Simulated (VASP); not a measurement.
# As2F (I4/mcm) in VASP: a series of runs

The runs below take As2F through single point, with PBE.

All numbers are computed with VASP 6.6.1; they aren't measurements. Logs are shortened: lines on timing, memory, paths and dates and some standing lists are left out, and cuts for length are marked.

## (1) The cell of the first run

It takes space group I4/mcm (No. 140, tetragonal). The conventional cell has a = 6.461 Å, b = 6.461 Å, c = 4.907 Å, α = 90.00°, β = 90.00°, γ = 90.00°. Within 3.3 Å of As (site symmetry m2m) lie 7 As at 2.40 to 3.27 Å and 4 F at 2.81 Å. F (site symmetry 422) has 2 F at 2.45 Å and 8 As at 2.81 Å within 3.2 Å.

## (2) Single point, PBE

Contents of INCAR:

```
PREC = Accurate ; ENCUT = 520
EDIFF = 1E-6 ; ISMEAR = 0
SIGMA = 0.1 ; LREAL = False
LASPH = True ; NELM = 100
ALGO = Normal ; ISIF = 2
LWAVE = False ; LCHARG = True
GGA = PE ; LELF = True
LVHAR = True ; NBANDS = 26
```

Contents of KPOINTS:

```
regular mesh
0
Gamma
  4 4 4
```

Contents of POSCAR:

```
As2F
1.0
   -3.2306555485      3.2306555485      2.4535243083
    3.2306555485     -3.2306555485      2.4535243083
    3.2306555485      3.2306555485     -2.4535243083
As F
4 2
Direct
    0.6315466892      0.1315466892      0.7630933784
    0.1315466892      0.3684533108      0.5000000000
    0.3684533108      0.8684533108      0.2369066216
    0.8684533108      0.6315466892      0.5000000000
    0.2500000000      0.2500000000      0.0000000000
    0.7500000000      0.7500000000      0.0000000000
```

Potentials or basis: VASP PAW PBE potentials, release 64 (As, F).

Run with:

```console
$ cat potpaw_PBE.64/As/POTCAR potpaw_PBE.64/F/POTCAR > POTCAR
$ mpirun -np 1 vasp_std > vasp.out
```

OUTCAR:

```text
PREC = Accurate
   ENCUT = 520
   EDIFF = 1E-6
   ISMEAR = 0
   LREAL = False
   LASPH = True
   NELM = 100
   ISIF = 2
   GGA = PE

 ion  position               nearest neighbor table
   1  0.632  0.132  0.763-   3 2.40
   2  0.132  0.368  0.500-   4 2.40
   3  0.368  0.868  0.237-   1 2.40
   4  0.868  0.632  0.500-   2 2.40
   5  0.250  0.250  0.000-
   6  0.750  0.750  0.000-

  LATTYP: Found a body centered tetragonal cell.
 ALAT       =     6.4613110970
 C/A-ratio  =     0.7594509137

  Lattice vectors:

 A1 = (  -3.2306555485,   3.2306555485,   2.4535243083)
 A2 = (   3.2306555485,  -3.2306555485,   2.4535243083)
 A3 = (   3.2306555485,   3.2306555485,  -2.4535243083)

Analysis of symmetry for initial positions (statically):
=====================================================================
 Subroutine PRICEL returns:
 Original cell was already a primitive cell.

 Routine SETGRP: Setting up the symmetry group for a
 body centered tetragonal supercell.

 Subroutine GETGRP returns: Found 16 space group operations
 (whereof  8 operations were pure point group operations)
 out of a pool of 16 trial point group operations.

The static configuration has the point symmetry C_4h.
 The point group associated with its full space group is D_4h.

Analysis of symmetry for dynamics (positions and initial velocities):
=====================================================================
 Subroutine PRICEL returns:
 Original cell was already a primitive cell.

 Routine SETGRP: Setting up the symmetry group for a
 body centered tetragonal supercell.

 Subroutine GETGRP returns: Found 16 space group operations
 (whereof  8 operations were pure point group operations)
 out of a pool of 16 trial point group operations.

The dynamic configuration has the point symmetry C_4h.
 The point group associated with its full space group is D_4h.

 Subroutine INISYM returns: Found 16 space group operations
 (whereof  8 operations are pure point group operations),
 and found     1 'primitive' translations

----------------------------------------------------------------------------------------

                                     Primitive cell

  volume of cell :     102.4311

  direct lattice vectors                    reciprocal lattice vectors
    -3.230655549  3.230655549  2.453524308     0.000000000  0.154767351  0.203788484
     3.230655549 -3.230655549  2.453524308     0.154767351  0.000000000  0.203788484
     3.230655549  3.230655549 -2.453524308     0.154767351  0.154767351  0.000000000

  length of vectors
     5.185947558  5.185947558  5.185947558     0.255895837  0.255895837  0.218874086

  position of ions in fractional coordinates (direct lattice)
     0.631546689  0.131546689  0.763093378
     0.131546689  0.368453311  0.500000000
     0.368453311  0.868453311  0.236906622
     0.868453311  0.631546689  0.500000000
     0.250000000  0.250000000  0.000000000
     0.750000000  0.750000000  0.000000000

  ion indices of the primitive-cell ions
   primitive index   ion index
                 1           1
                 2           2
                 3           3
                 4           4
                 5           5
                 6           6

----------------------------------------------------------------------------------------

 KPOINTS: regular mesh

Automatic generation of k-mesh.
 Grid dimensions read from file:
 generate k-points for:    4    4    4

 Generating k-lattice:

  Cartesian coordinates                     Fractional coordinates (reciprocal lattice)
     0.000000000  0.038691838  0.050947121     0.250000000 -0.000000000  0.000000000
     0.038691838  0.000000000  0.050947121    -0.000000000  0.250000000  0.000000000
     0.038691838  0.038691838  0.000000000     0.000000000  0.000000000  0.250000000

  Length of vectors
     0.063973959  0.063973959  0.054718522

  Shift w.r.t. Gamma in fractional coordinates (k-lattice)
     0.000000000  0.000000000  0.000000000

 Subroutine IBZKPT returns following result:
 ===========================================

 Found     13 irreducible k-points:

 Following reciprocal coordinates:
            Coordinates               Weight
  0.000000  0.000000  0.000000      1.000000
  0.250000  0.000000 -0.000000      8.000000
  0.500000  0.000000 -0.000000      4.000000
  0.250000  0.250000 -0.000000      8.000000
  0.500000  0.250000 -0.000000     16.000000
 -0.250000  0.250000  0.000000      4.000000
  0.500000  0.500000 -0.000000      2.000000
  0.250000  0.250000  0.250000      2.000000
 -0.250000  0.250000  0.250000      4.000000
  0.500000  0.500000  0.250000      4.000000
 -0.250000  0.500000  0.250000      8.000000
 -0.250000 -0.250000  0.250000      2.000000
  0.500000  0.500000  0.500000      1.000000
   k-points           NKPTS =     13   k-points in BZ     NKDIM =     13   number of bands    NBANDS=     26
   number of dos      NEDOS =    301   number of ions     NIONS =      6
   total plane-waves  NPLWV =  64000
   dimension x,y,z NGX =    40 NGY =   40 NGZ =   40
   dimension x,y,z NGXF=    80 NGYF=   80 NGZF=   80
   ions per type =               4   2
   NGX,Y,Z   is equivalent  to a cutoff of  12.82, 12.82, 12.82 a.u.
   NGXF,Y,Z  is equivalent  to a cutoff of  25.65, 25.65, 25.65 a.u.
 SYSTEM =  unknown system
   PREC   = accura    normal or accurate (medium, high low for compatibility)
   ISTART =      0    job   : 0-new  1-cont  2-samecut
   ICHARG =      2    charge: 1-file 2-atom 10-const
   ISPIN  =      1    spin polarized calculation?
   LNONCOLLINEAR =      F non collinear calculations
   LSORBIT =      F    spin-orbit coupling
   LASPH  =      T    aspherical Exc in radial PAW
   ENCUT  =  520.0 eV  38.22 Ry    6.18 a.u.   9.64  9.64  9.64*2*pi/ulx,y,z
   NELM   =    100;   NELMIN=  2; NELMDL= -5     # of ELM steps
   EDIFF  = 0.1E-05   stopping-criterion for ELM
   LREAL  =      F    real-space projection
   EDIFFG = 0.1E-04   stopping-criterion for IOM
   NSW    =      0    number of steps for IOM
   IBRION =     -1    ionic relax: 0-MD 1-quasi-New 2-CG
   NFREE  =      0    steps in history (QN), initial steepest desc. (CG)
   ISIF   =      2    stress and relaxation
   ISYM   =      2    0-nonsym 1-usesym 2-fastsym
   POTIM  = 0.5000    time-step for ionic-motion
   TEBEG  =    0.0;   TEEND  =   0.0 temperature during run
   PSTRESS=    0.0 pullay stress
   NELECT =      34.0000    total number of electrons
   NUPDOWN=      -1.0000    fix difference up-down
   EMIN   =  10.00;   EMAX   =-10.00  energy-range for DOS
   EFERMI =   0.00;   METHOD = LEGACY
   ISMEAR =     0;   SIGMA  =   0.10  broadening in eV -4-tet -1-fermi 0-gaus
   EFERMI_NEDOS =   21; number of points for ismear=-14 and -15
   IALGO  =     38    algorithm
   IMIX   =      4    mixing-type and parameters
     AMIX     =   0.40;   BMIX     =  1.00
     AMIX_MAG =   1.60;   BMIX_MAG =  1.00
  volume/ion in A,a.u.               =      17.07       115.21
  Fermi-wavevector in a.u.,A,eV,Ry     =   1.133506  2.142016 17.481260  1.284836
  Thomas-Fermi vector in A             =   2.270209
   LORBIT       =      0    0 simple, 1 ext, 2 COOP (PROOUT), +10 PAW based schemes
   GGA     = PE    functional components
   LHFCALC =     F    Hartree Fock is set to
   AEXX    =    0.0000 exact exchange contribution
   IVDW    =     0    specifies the selected vdW correction
   LEPSILON=     F    determine dielectric tensor
   LRPA    =     F    only Hartree local field effects (RPA)
 non-spin polarized calculation
 Gauss-broadening in eV      SIGMA  =   0.10
  energy-cutoff  :      520.00
  volume of cell :      102.43
 maximum number of plane-waves:      2770
 NGX is ok and might be reduce to    40
   NGX = 19   NGY = 19   NGZ = 19

 number of electron      33.9999984 magnetization

 Free energy of the ion-electron system (eV)
  ---------------------------------------------------
  ext. energy  EPLUGINS =         0.00000000
  ---------------------------------------------------
  free energy    TOTEN  =       -23.21860557 eV

  energy without entropy =      -23.20655587  energy(sigma->0) =      -23.21258072

 E-fermi :   4.0884     XC(G=0): -10.2672

 val. band max:        4.0772237129   @ k =   0.0000   0.0000   0.0000
 cond. band min:       4.1568940105   @ k =   0.5000   0.5000   0.5000
 fundamental gap:      0.0796702976
 Fermi energy:         4.0884330716

 k-point     1 :       0.0000    0.0000    0.0000
  band No.  band energies     occupation
      1     -17.7326      2.00000
      2     -17.0676      2.00000
      3      -9.8808      2.00000
      4      -5.7407      2.00000
      5      -4.2634      2.00000
      6      -4.2634      2.00000
[... 18 lines left out ...]
     25      12.6105      0.00000
     26      13.4898      0.00000

 k-point     2 :       0.2500    0.0000   -0.0000
  band No.  band energies     occupation
      1     -17.6370      2.00000
      2     -17.1679      2.00000
      3      -9.4806      2.00000
      4      -6.6292      2.00000
      5      -4.7112      2.00000
      6      -4.4978      2.00000
[... 18 lines left out ...]
     25      12.9483      0.00000
     26      13.2930      0.00000

 k-point     3 :       0.5000    0.0000   -0.0000
  band No.  band energies     occupation
      1     -17.4046      2.00000
      2     -17.4046      2.00000
      3      -8.2905      2.00000
      4      -8.2905      2.00000
      5      -4.8963      2.00000
      6      -4.8963      2.00000
[... 253 lines left out ...]
 k-point    12 :      -0.2500   -0.2500    0.2500
  band No.  band energies     occupation
      1     -17.4180      2.00000
      2     -17.3927      2.00000
      3      -8.5545      2.00000
      4      -7.8403      2.00000
      5      -5.1216      2.00000
      6      -5.1216      2.00000
[... 18 lines left out ...]
     25      11.6509      0.00000
     26      12.7281      0.00000

 k-point    13 :       0.5000    0.5000    0.5000
  band No.  band energies     occupation
      1     -17.6926      2.00000
      2     -17.0782      2.00000
      3      -9.1246      2.00000
      4      -6.0746      2.00000
      5      -6.0746      2.00000
      6      -6.0660      2.00000
[... 18 lines left out ...]
     25      11.3898      0.00000
     26      11.6557      0.00000

------------------------ aborting loop because EDIFF is reached ----------------------------------------

  FORCE on cell =-STRESS in cart. coord.  units (eV):
  Direction    XX          YY          ZZ          XY          YZ          ZX
  --------------------------------------------------------------------------------------
  -------------------------------------------------------------------------------------
  Total        0.1623521      0.1623521     -0.0915712      0.0000000      0.0000000      0.0000000
  in kB        2.5394333      2.5394333     -1.4323121      0.0000000      0.0000000      0.0000000
  external PRESSURE =       1.2155181 kB  Pullay stress =       0.0000000 kB

 VOLUME and BASIS-vectors are now :
 -----------------------------------------------------------------------------
  energy-cutoff  :      520.00
  volume of cell :      102.43
      direct lattice vectors                 reciprocal lattice vectors
    -3.230655549  3.230655549  2.453524308     0.000000000  0.154767351  0.203788484
     3.230655549 -3.230655549  2.453524308     0.154767351  0.000000000  0.203788484
     3.230655549  3.230655549 -2.453524308     0.154767351  0.154767351  0.000000000

 POSITION                                       TOTAL-FORCE (eV/Angst)
 -----------------------------------------------------------------------------------
      0.84996      4.08062      0.00000         0.030164      0.030164      0.000000
      2.38069      0.84996      0.00000        -0.030164      0.030164     -0.000000
      2.38069     -0.84996      2.45352        -0.030164     -0.030164     -0.000000
      0.84996      2.38069      2.45352         0.030164     -0.030164      0.000000
      0.00000      0.00000      1.22676        -0.000000      0.000000      0.000000
      0.00000      0.00000      3.68029        -0.000000      0.000000      0.000000
 -----------------------------------------------------------------------------------
    total drift:                               -0.000000     -0.000000      0.000000

  FREE ENERGIE OF THE ION-ELECTRON SYSTEM (eV)
  ---------------------------------------------------
  free  energy   TOTEN  =       -23.2186055703 eV

  energy  without entropy=      -23.2065558681  energy(sigma->0) =      -23.21258072
```

Run time: 25 s. Hardware: 1 thread of Intel Xeon 6975P-C (Granite Rapids), shared host; peak memory 0.24 GiB.

What came out:

```
Free energy            : -23.2186 eV
Pressure               : 0.1 GPa
Largest force          : 0.043 eV/Å
Band gap on the k mesh : zero (bands 17 and 18 overlap by 1.24 eV)
```

Forces in eV/Å, atoms in the order of the input:
```
As   0.030  0.030  0.000
As  -0.030  0.030  0.000
As  -0.030 -0.030  0.000
As   0.030 -0.030  0.000
F    0.000  0.000  0.000
F    0.000  0.000  0.000
```

Stress tensor (GPa, compression positive):
```
 0.25  0.00  0.00
 0.00  0.25  0.00
 0.00  0.00 -0.14
```

Levels at points of the mesh, in eV from the Fermi level:
| k point | band 13 | band 14 | band 15 | band 16 | band 17 | band 18 | band 19 | band 20 | band 21 | band 22 |
| --- | --- | --- | --- | --- | --- | --- | --- | --- | --- | --- |
| (0.00, 0.00, 0.00) | -3.73 | -3.31 | -1.21 | -1.00 | -1.00 | -0.01 | -0.01 | 0.83 | 2.95 | 5.31 |
| (0.50, 0.00, 0.00) | -2.19 | -2.19 | -1.21 | -1.21 | 0.42 | 0.42 | 1.63 | 1.63 | 3.17 | 3.17 |
| (0.50, 0.50, 0.00) | -1.72 | -1.30 | -1.20 | -1.09 | -0.84 | -0.55 | 1.23 | 1.45 | 2.64 | 3.00 |
| (0.50, 0.50, 0.50) | -1.45 | -1.41 | -1.19 | -0.26 | -0.26 | 0.07 | 1.52 | 1.52 | 1.66 | 3.46 |

Caveat: the k points lie up to 0.40 Å⁻¹ apart, too coarse for converged energies and pressures of a metal.

## (3) Single point, PBE

This run uses another cell than the first one, of 17.64 Å³/atom.

Contents of INCAR:

```
SYSTEM = As2F
  PREC = Accurate
  ENCUT = 520
  EDIFF = 1E-7
  ISMEAR = 0
  SIGMA = 0.1
  LREAL = .FALSE.
  LASPH = .TRUE.
  NELM = 80
  ALGO = Normal
  ISIF = 2
  LWAVE = .FALSE.
  LCHARG = .FALSE.
  GGA = PE
  NBANDS = 26
```

Contents of KPOINTS:

```
Automatic mesh
0
G
  4 4 4
  0 0 0
```

Contents of POSCAR:

```
As2F
1.0
   -3.1679498847      3.1679498847      2.6370051500
    3.1679498847     -3.1679498847      2.6370051500
    3.1679498847      3.1679498847     -2.6370051500
As F
4 2
Direct
    0.6670000000      0.1670000000      0.8340000000
    0.1670000000      0.3330000000      0.5000000000
    0.3330000000      0.8330000000      0.1660000000
    0.8330000000      0.6670000000      0.5000000000
    0.2500000000      0.2500000000      0.0000000000
    0.7500000000      0.7500000000      0.0000000000
```

Potentials or basis: VASP PAW PBE potentials, release 64 (As, F).

Run with:

```console
$ cat potpaw_PBE.64/As/POTCAR potpaw_PBE.64/F/POTCAR > POTCAR
$ mpirun -np 1 vasp_std > vasp.out
```

Run time: 24 s. Hardware: 1 thread of Intel Xeon 6975P-C (Granite Rapids), shared host; peak memory 0.23 GiB.

Results (log left out):

```yaml
Free_energy: -22.2949 eV
Pressure: -5.9 GPa
Largest_force: 0.210 eV/Å
Band_gap_on_the_k_mesh: zero (bands 17 and 18 overlap by 1.77 eV)
```

Forces on the atoms (eV/Å):
```
As  -0.148 -0.148  0.000
As   0.148 -0.148  0.000
As   0.148  0.148  0.000
As  -0.148  0.148  0.000
F    0.000  0.000  0.000
F    0.000  0.000  0.000
```

Stress tensor (GPa, compression positive):
```
-5.66  0.00  0.00
 0.00 -5.66  0.00
 0.00  0.00 -6.39
```

Levels at points of the mesh, in eV from the Fermi level:
| k point | band 13 | band 14 | band 15 | band 16 | band 17 | band 18 | band 19 | band 20 | band 21 | band 22 |
| --- | --- | --- | --- | --- | --- | --- | --- | --- | --- | --- |
| (0.00, 0.00, 0.00) | -3.01 | -1.82 | -1.70 | -1.17 | -1.17 | -0.94 | -0.94 | 1.39 | 1.45 | 3.68 |
| (0.50, 0.00, 0.00) | -3.02 | -3.02 | -1.04 | -1.04 | 0.77 | 0.77 | 1.32 | 1.32 | 1.58 | 1.58 |
| (0.50, 0.50, 0.00) | -2.61 | -2.39 | -1.91 | -1.30 | -0.75 | -0.65 | 0.88 | 1.17 | 1.24 | 2.04 |
| (0.50, 0.50, 0.50) | -2.97 | -2.90 | -2.44 | -0.89 | -0.61 | -0.61 | 1.22 | 2.26 | 2.26 | 2.38 |

Caveat: the k points lie up to 0.39 Å⁻¹ apart, too coarse for converged energies and pressures of a metal.

The gap in the log of VASP goes by the Fermi energy; the results here count the filled bands.